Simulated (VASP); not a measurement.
Runs of VASP 6.6.1 on CaNb. The structure is that of space group Pm-3m (No. 221), or close to it. The cells are those of the table. 

```tsv
task	cell	k mesh	cutoff (eV)	gap on the mesh (eV)	pressure (GPa)	relaxed volume (Å³/atom)
relaxation of cell and atoms	relaxed from a = 3.685 Å, 2 atoms	16 × 16 × 16	600	none	0.0	24.78
relaxation of cell and atoms	relaxed from a = 3.564 Å, 2 atoms	6 × 6 × 6	600	none	0.0	24.97
single point	a = 3.685 Å, 2 atoms	6 × 6 × 6	520	none	(a)	-
single point	a = 3.672 Å, 2 atoms	16 × 16 × 16	520	none	0.0	-
```

Alike in all rows: level PBE; potentials or basis VASP PAW PBE potentials, release 64 (Ca_sv, Nb_sv); no spin polarisation; smearing gaussian 0.1 eV.

Question: Estimate the missing entries.

Answer: (a) -0.1.

A k mesh can miss the band edges, and the runs leave out spin-orbit coupling on Nb.

A gap of «none» marks levels without a gap at the run's occupations.
